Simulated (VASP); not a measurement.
# Cs5O3 (Pm-3m) in VASP: further runs

Runs on Cs5O3. Level: PBE. Tasks: single point, relaxation of cell and atoms.

All numbers are computed with VASP 6.6.1; they aren't measurements. Logs are shortened: lines on timing, memory, paths and dates and some standing lists are left out, and cuts for length are marked.

## Step 1: The cell of the first run

It takes space group Pm-3m (No. 221, cubic). The conventional cell has a = 5.650 Å, b = 5.650 Å, c = 5.650 Å, α = 90.00°, β = 90.00°, γ = 90.00°. Cs (site symmetry 4/mmm) has 2 Cs at 2.82 Å and 4 O at 2.82 Å within 3.7 Å. Within 3.7 Å of Cs (site symmetry m-3m) lie 6 O at 2.82 Å. Cs (site symmetry m-3m) has 6 Cs at 2.82 Å within 3.7 Å. Within 3.7 Å of O (site symmetry 4/mmm) lie 6 Cs at 2.82 Å.

The cell was generated, and may not be a known phase.

## Step 2: Single point, PBE

The input, INCAR:

```
  PREC = Accurate
  ENCUT = 520
  EDIFF = 1E-7
  ISMEAR = 0
  SIGMA = 0.1
  LREAL = F
  LASPH = T
  NELM = 60
  ALGO = Normal
  ISIF = 2
  LWAVE = F
  LCHARG = F
  GGA = PE
  NBANDS = 42
```

The input, KPOINTS:

```
Automatic mesh
0
Gamma
  4 4 4
```

The input, POSCAR:

```
Cs5O3
1.0
    5.6499287600      0.0000000000      0.0000000000
    0.0000000000      5.6499287600      0.0000000000
    0.0000000000      0.0000000000      5.6499287600
Cs O
5 3
Direct
    0.5000000000      0.0000000000      0.0000000000
    0.0000000000      0.5000000000      0.0000000000
    0.0000000000      0.0000000000      0.5000000000
    0.5000000000      0.5000000000      0.5000000000
    0.0000000000      0.0000000000      0.0000000000
    0.0000000000      0.5000000000      0.5000000000
    0.5000000000      0.0000000000      0.5000000000
    0.5000000000      0.5000000000      0.0000000000
```

Potentials or basis: VASP PAW PBE potentials, release 64 (Cs_sv, O).

Launch:

```sh
cat potpaw_PBE.64/Cs_sv/POTCAR potpaw_PBE.64/O/POTCAR > POTCAR
mpirun -np 1 vasp_std > vasp.out
```

OUTCAR:

```text
PREC = Accurate
   ENCUT = 520
   EDIFF = 1E-7
   ISMEAR = 0
   LREAL = F
   LASPH = T
   NELM = 60
   ISIF = 2
   GGA = PE

 ion  position               nearest neighbor table
   1  0.500  0.000  0.000-   5 2.82   5 2.82
   2  0.000  0.500  0.000-   5 2.82   5 2.82
   3  0.000  0.000  0.500-   5 2.82   5 2.82
   4  0.500  0.500  0.500-
   5  0.000  0.000  0.000-   1 2.82   2 2.82   3 2.82   3 2.82   2 2.82   1 2.82
   6  0.000  0.500  0.500-
   7  0.500  0.000  0.500-
   8  0.500  0.500  0.000-

  LATTYP: Found a simple cubic cell.
 ALAT       =     5.6499287600

  Lattice vectors:

 A1 = (   5.6499287600,   0.0000000000,   0.0000000000)
 A2 = (   0.0000000000,   5.6499287600,   0.0000000000)
 A3 = (   0.0000000000,   0.0000000000,   5.6499287600)

Analysis of symmetry for initial positions (statically):
=====================================================================
 Subroutine PRICEL returns:
 Original cell was already a primitive cell.

 Routine SETGRP: Setting up the symmetry group for a
 simple cubic supercell.

 Subroutine GETGRP returns: Found 48 space group operations
 (whereof 48 operations were pure point group operations)
 out of a pool of 48 trial point group operations.

The static configuration has the point symmetry O_h .

Analysis of symmetry for dynamics (positions and initial velocities):
=====================================================================
 Subroutine PRICEL returns:
 Original cell was already a primitive cell.

 Routine SETGRP: Setting up the symmetry group for a
 simple cubic supercell.

 Subroutine GETGRP returns: Found 48 space group operations
 (whereof 48 operations were pure point group operations)
 out of a pool of 48 trial point group operations.

The dynamic configuration has the point symmetry O_h .

 Subroutine INISYM returns: Found 48 space group operations
 (whereof 48 operations are pure point group operations),
 and found     1 'primitive' translations

----------------------------------------------------------------------------------------

                                     Primitive cell

  volume of cell :     180.3553

  direct lattice vectors                    reciprocal lattice vectors
     5.649928760  0.000000000  0.000000000     0.176993382  0.000000000  0.000000000
     0.000000000  5.649928760  0.000000000     0.000000000  0.176993382  0.000000000
     0.000000000  0.000000000  5.649928760     0.000000000  0.000000000  0.176993382

  length of vectors
     5.649928760  5.649928760  5.649928760     0.176993382  0.176993382  0.176993382

  position of ions in fractional coordinates (direct lattice)
     0.500000000  0.000000000  0.000000000
     0.000000000  0.500000000  0.000000000
     0.000000000  0.000000000  0.500000000
     0.500000000  0.500000000  0.500000000
     0.000000000  0.000000000  0.000000000
     0.000000000  0.500000000  0.500000000
     0.500000000  0.000000000  0.500000000
     0.500000000  0.500000000  0.000000000

  ion indices of the primitive-cell ions
   primitive index   ion index
                 1           1
                 2           2
                 3           3
                 4           4
                 5           5
                 6           6
                 7           7
                 8           8

----------------------------------------------------------------------------------------

 KPOINTS: Automatic mesh

Automatic generation of k-mesh.
 Grid dimensions read from file:
 generate k-points for:    4    4    4

 Generating k-lattice:

  Cartesian coordinates                     Fractional coordinates (reciprocal lattice)
     0.044248346  0.000000000  0.000000000     0.250000000  0.000000000  0.000000000
     0.000000000  0.044248346  0.000000000     0.000000000  0.250000000  0.000000000
     0.000000000  0.000000000  0.044248346     0.000000000  0.000000000  0.250000000

  Length of vectors
     0.044248346  0.044248346  0.044248346

  Shift w.r.t. Gamma in fractional coordinates (k-lattice)
     0.000000000  0.000000000  0.000000000

 Subroutine IBZKPT returns following result:
 ===========================================

 Found     10 irreducible k-points:

 Following reciprocal coordinates:
            Coordinates               Weight
  0.000000  0.000000  0.000000      1.000000
  0.250000  0.000000  0.000000      6.000000
  0.500000  0.000000  0.000000      3.000000
  0.250000  0.250000  0.000000     12.000000
  0.500000  0.250000  0.000000     12.000000
  0.500000  0.500000  0.000000      3.000000
  0.250000  0.250000  0.250000      8.000000
  0.500000  0.250000  0.250000     12.000000
  0.500000  0.500000  0.250000      6.000000
  0.500000  0.500000  0.500000      1.000000
   k-points           NKPTS =     10   k-points in BZ     NKDIM =     10   number of bands    NBANDS=     42
   number of dos      NEDOS =    301   number of ions     NIONS =      8
   total plane-waves  NPLWV =  74088
   dimension x,y,z NGX =    42 NGY =   42 NGZ =   42
   dimension x,y,z NGXF=    84 NGYF=   84 NGZF=   84
   ions per type =               5   3
   NGX,Y,Z   is equivalent  to a cutoff of  12.36, 12.36, 12.36 a.u.
   NGXF,Y,Z  is equivalent  to a cutoff of  24.72, 24.72, 24.72 a.u.
 SYSTEM =  unknown system
   PREC   = accura    normal or accurate (medium, high low for compatibility)
   ISTART =      0    job   : 0-new  1-cont  2-samecut
   ICHARG =      2    charge: 1-file 2-atom 10-const
   ISPIN  =      1    spin polarized calculation?
   LNONCOLLINEAR =      F non collinear calculations
   LSORBIT =      F    spin-orbit coupling
   LASPH  =      T    aspherical Exc in radial PAW
   ENCUT  =  520.0 eV  38.22 Ry    6.18 a.u.  10.51 10.51 10.51*2*pi/ulx,y,z
   NELM   =     60;   NELMIN=  2; NELMDL= -5     # of ELM steps
   EDIFF  = 0.1E-06   stopping-criterion for ELM
   LREAL  =      F    real-space projection
   EDIFFG = 0.1E-05   stopping-criterion for IOM
   NSW    =      0    number of steps for IOM
   IBRION =     -1    ionic relax: 0-MD 1-quasi-New 2-CG
   NFREE  =      0    steps in history (QN), initial steepest desc. (CG)
   ISIF   =      2    stress and relaxation
   ISYM   =      2    0-nonsym 1-usesym 2-fastsym
   POTIM  = 0.5000    time-step for ionic-motion
   TEBEG  =    0.0;   TEEND  =   0.0 temperature during run
   PSTRESS=    0.0 pullay stress
   NELECT =      63.0000    total number of electrons
   NUPDOWN=      -1.0000    fix difference up-down
   EMIN   =  10.00;   EMAX   =-10.00  energy-range for DOS
   EFERMI =   0.00;   METHOD = LEGACY
   ISMEAR =     0;   SIGMA  =   0.10  broadening in eV -4-tet -1-fermi 0-gaus
   EFERMI_NEDOS =   21; number of points for ismear=-14 and -15
   IALGO  =     38    algorithm
   IMIX   =      4    mixing-type and parameters
     AMIX     =   0.40;   BMIX     =  1.00
     AMIX_MAG =   1.60;   BMIX_MAG =  1.00
  volume/ion in A,a.u.               =      22.54       152.14
  Fermi-wavevector in a.u.,A,eV,Ry     =   1.152954  2.178767 18.086269  1.329303
  Thomas-Fermi vector in A             =   2.289602
   LORBIT       =      0    0 simple, 1 ext, 2 COOP (PROOUT), +10 PAW based schemes
   GGA     = PE    functional components
   LHFCALC =     F    Hartree Fock is set to
   AEXX    =    0.0000 exact exchange contribution
   IVDW    =     0    specifies the selected vdW correction
   LEPSILON=     F    determine dielectric tensor
   LRPA    =     F    only Hartree local field effects (RPA)
 non-spin polarized calculation
 Gauss-broadening in eV      SIGMA  =   0.10
  energy-cutoff  :      520.00
  volume of cell :      180.36
 maximum number of plane-waves:      4945
   NGX = 21   NGY = 21   NGZ = 21

 number of electron      63.0000003 magnetization

 Free energy of the ion-electron system (eV)
  ---------------------------------------------------
  ext. energy  EPLUGINS =         0.00000000
  ---------------------------------------------------
  free energy    TOTEN  =       -15.90165496 eV

  energy without entropy =      -15.88073603  energy(sigma->0) =      -15.89119549

 E-fermi :   3.6471     XC(G=0): -10.0022

 val. band max:        3.6180463077   @ k =   0.5000   0.0000   0.0000
 cond. band min:       3.6977015987   @ k =   0.5000   0.2500   0.0000
 fundamental gap:      0.0796552910
 Fermi energy:         3.6470952428

 k-point     1 :       0.0000    0.0000    0.0000
  band No.  band energies     occupation
      1     -21.4869      2.00000
      2     -18.1400      2.00000
      3     -18.1400      2.00000
      4     -17.4943      2.00000
      5     -16.2150      2.00000
      6     -11.6940      2.00000
[... 34 lines left out ...]
     41       8.3873      0.00000
     42      10.0754      0.00000

 k-point     2 :       0.2500    0.0000    0.0000
  band No.  band energies     occupation
      1     -21.4185      2.00000
      2     -18.2519      2.00000
      3     -18.1332      2.00000
      4     -17.6010      2.00000
      5     -16.2245      2.00000
      6     -11.7565      2.00000
[... 34 lines left out ...]
     41       9.0019      0.00000
     42      10.0650      0.00000

 k-point     3 :       0.5000    0.0000    0.0000
  band No.  band energies     occupation
      1     -21.3438      2.00000
      2     -18.4030      2.00000
      3     -18.1265      2.00000
      4     -17.6601      2.00000
      5     -16.2333      2.00000
      6     -11.8175      2.00000
[... 34 lines left out ...]
     41       9.4173      0.00000
     42      10.1539      0.00000

 k-point     4 :       0.2500    0.2500    0.0000
  band No.  band energies     occupation
      1     -21.3471      2.00000
      2     -18.2661      2.00000
      3     -18.2086      2.00000
      4     -17.7308      2.00000
      5     -16.2262      2.00000
      6     -11.8001      2.00000
[... 34 lines left out ...]
     41       9.6533      0.00000
     42       9.6630      0.00000

 k-point     5 :       0.5000    0.2500    0.0000
  band No.  band energies     occupation
      1     -21.2688      2.00000
      2     -18.3933      2.00000
      3     -18.2235      2.00000
      4     -17.7999      2.00000
      5     -16.2276      2.00000
      6     -11.8553      2.00000
[... 34 lines left out ...]
     41       9.6066      0.00000
     42      10.2230      0.00000

 k-point     6 :       0.5000    0.5000    0.0000
  band No.  band energies     occupation
      1     -21.1859      2.00000
      2     -18.3835      2.00000
      3     -18.3835      2.00000
      4     -17.8691      2.00000
      5     -16.2219      2.00000
      6     -11.8521      2.00000
[... 34 lines left out ...]
     41       9.0692      0.00000
     42      10.1653      0.00000

 k-point     7 :       0.2500    0.2500    0.2500
  band No.  band energies     occupation
      1     -21.2724      2.00000
      2     -18.2592      2.00000
      3     -18.2592      2.00000
      4     -17.9124      2.00000
      5     -16.2219      2.00000
      6     -11.8385      2.00000
[... 34 lines left out ...]
     41       9.5108      0.00000
     42       9.9192      0.00000

 k-point     8 :       0.5000    0.2500    0.2500
  band No.  band energies     occupation
      1     -21.1897      2.00000
      2     -18.3848      2.00000
      3     -18.2522      2.00000
      4     -18.0115      2.00000
      5     -16.2173      2.00000
      6     -11.9023      2.00000
[... 34 lines left out ...]
     41       9.9227      0.00000
     42      10.2370      0.00000

 k-point     9 :       0.5000    0.5000    0.2500
  band No.  band energies     occupation
      1     -21.1017      2.00000
      2     -18.3763      2.00000
      3     -18.3763      2.00000
      4     -18.1214      2.00000
      5     -16.2071      2.00000
      6     -11.9181      2.00000
[... 34 lines left out ...]
     41       9.3324      0.00000
     42      10.5572      0.00000

 k-point    10 :       0.5000    0.5000    0.5000
  band No.  band energies     occupation
      1     -21.0070      2.00000
      2     -18.3691      2.00000
      3     -18.3691      2.00000
      4     -18.3691      2.00000
      5     -16.1919      2.00000
      6     -11.9827      2.00000
[... 34 lines left out ...]
     41       9.5976      0.00000
     42       9.5976      0.00000

------------------------ aborting loop because EDIFF is reached ----------------------------------------

  FORCE on cell =-STRESS in cart. coord.  units (eV):
  Direction    XX          YY          ZZ          XY          YZ          ZX
  --------------------------------------------------------------------------------------
  -------------------------------------------------------------------------------------
  Total       28.5089881     28.5089881     28.5089881     -0.0000000     -0.0000000      0.0000000
  in kB      253.2581730    253.2581730    253.2581730     -0.0000000     -0.0000000      0.0000000
  external PRESSURE =     253.2581730 kB  Pullay stress =       0.0000000 kB

 VOLUME and BASIS-vectors are now :
 -----------------------------------------------------------------------------
  energy-cutoff  :      520.00
  volume of cell :      180.36
      direct lattice vectors                 reciprocal lattice vectors
     5.649928760  0.000000000  0.000000000     0.176993382  0.000000000  0.000000000
     0.000000000  5.649928760  0.000000000     0.000000000  0.176993382  0.000000000
     0.000000000  0.000000000  5.649928760     0.000000000  0.000000000  0.176993382

 POSITION                                       TOTAL-FORCE (eV/Angst)
 -----------------------------------------------------------------------------------
      2.82496      0.00000      0.00000         0.000000      0.000000      0.000000
      0.00000      2.82496      0.00000         0.000000      0.000000      0.000000
      0.00000      0.00000      2.82496         0.000000      0.000000      0.000000
      2.82496      2.82496      2.82496         0.000000      0.000000      0.000000
      0.00000      0.00000      0.00000         0.000000      0.000000      0.000000
      0.00000      2.82496      2.82496         0.000000      0.000000      0.000000
      2.82496      0.00000      2.82496         0.000000      0.000000      0.000000
      2.82496      2.82496      0.00000         0.000000      0.000000      0.000000
 -----------------------------------------------------------------------------------
    total drift:                                0.000000      0.000000     -0.000000

  FREE ENERGIE OF THE ION-ELECTRON SYSTEM (eV)
  ---------------------------------------------------
  free  energy   TOTEN  =       -15.9016549567 eV

  energy  without entropy=      -15.8807360274  energy(sigma->0) =      -15.89119549
```

Run time: 58 s. Hardware: 1 thread of Oxide Virtual Turin-like, shared host; peak memory 0.24 GiB.

What came out:

| Item | Value |
| --- | --- |
| Free energy | -15.9017 eV |
| Pressure | 25.3 GPa |
| Band gap on the k mesh | zero (an odd number of electrons rules out a gap without spin polarisation) |

Levels at points of the mesh, in eV from the Fermi level:
| k point | band 28 | band 29 | band 30 | band 31 | band 32 | band 33 | band 34 | band 35 | band 36 | band 37 |
| --- | --- | --- | --- | --- | --- | --- | --- | --- | --- | --- |
| (0.00, 0.00, 0.00) | -0.19 | -0.19 | -0.12 | -0.12 | -0.12 | 0.26 | 0.26 | 0.26 | 2.72 | 2.72 |
| (0.50, 0.00, 0.00) | -0.29 | -0.15 | -0.15 | -0.03 | 0.12 | 0.12 | 1.87 | 1.87 | 2.79 | 3.71 |
| (0.50, 0.50, 0.00) | -1.33 | -1.19 | -0.24 | -0.24 | -0.04 | 1.95 | 1.95 | 3.49 | 4.02 | 4.02 |
| (0.50, 0.50, 0.50) | -1.49 | -1.49 | -1.49 | -1.30 | -1.30 | 4.24 | 4.24 | 4.24 | 4.55 | 4.55 |

Caveat: the cell stands under pressure; spin-orbit coupling is left out, which moves the levels of the heavy elements; an odd number of electrons without spin polarisation forces a metal; a magnetic or distorted state may lie lower.

(Continued in part 2 of 2.)

The gap in the log of VASP goes by the Fermi energy; the results here count the filled bands.